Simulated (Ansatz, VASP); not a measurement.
**Two plane-wave programs on TlAgS2**

```xyz
4
Lattice="4.9309 0.0000 0.0000 0.0000 4.9309 0.0000 0.0000 0.0000 3.7934" Properties=species:S:1:pos:R:3 pbc="T T T"
Tl    2.4654    2.4654    1.8967
Ag    0.0000    0.0000    0.0000
S     2.4654    0.0000    0.0000
S     0.0000    2.4654    0.0000
```

Alike in both runs: functional PBE; k mesh 10 × 10 × 12; occupations gaussian, width 0.1 eV; no spin polarisation.

Ansatz relaxed the structure, and its values are those at the end. VASP's run is a single point on that final structure, the one shown.

|  | VASP | Ansatz |
| --- | --- | --- |
| version | VASP 6.6.1 | Ansatz 0.2.0 |
| potentials or method | VASP PAW PBE potentials, release 64 (Tl_d, Ag, S), cutoff 520 eV | scalar-relativistic, plane waves, PAW |
| valence electrons in the cell | 36 | 44 |

```tsv
	VASP	Ansatz	Ansatz less VASP
gap on the k mesh at the Fermi level (eV)	none	none	-
pressure (GPa)	-0.1	0.0	+0.08
```

A gap of «none» marks a metal or a gap that the smearing closes. VASP's potentials hold 36 valence electrons a cell and Ansatz's 44, so a difference there can come from the potentials and not from the codes.

Neither program's run includes spin-orbit coupling.
